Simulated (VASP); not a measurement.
The system is BP.

```
CELL_PARAMETERS angstrom
0.00000 2.28403 2.28403
2.28403 0.00000 2.28403
2.28403 2.28403 0.00000
ATOMIC_POSITIONS crystal
P 0.75000 0.75000 0.75000
B 0.00000 0.00000 0.00000
```

Base run:

* Program: VASP 6.6.1
* Functional: r2SCAN
* Dispersion: D4
* Potentials or basis: VASP PAW PBE potentials, release 64 (P, B)
* Cutoff: 520 eV
* k mesh: 10 × 10 × 10
* Occupations: fermi-dirac, width 0.05 eV
* Spin: no spin polarisation

Its results: band gap on the k mesh 1.47 eV, indirect (least direct gap 3.61 eV); pressure -5.6 GPa.

**Question.** After a change of settings the same cell gave: band gap on the k mesh 1.47 eV, indirect (least direct gap 3.61 eV); pressure -3.9 GPa. Which change was it?
A. dispersion from D4 to none
B. functional from r2SCAN to BLYP; further incar settings from ALGO = Normal; EDIFF = 1e-07; NBANDS = 11 to ALGO = Normal; EDIFF = 1e-06; NBANDS = 11
C. dispersion from D4 to D3(BJ); further incar settings from ALGO = Normal; EDIFF = 1e-07; NBANDS = 11 to ALGO = Normal; EDIFF = 1e-06; NBANDS = 11
D. functional from r2SCAN to BLYP; dispersion from D4 to none

**Answer.** A.

Dispersion adds attraction, which lowers the pressure at fixed volume and, as a term added to the energy, leaves the levels alone.

Caveats: the PAW data sets were made with another functional, which shifts forces and pressure a little.
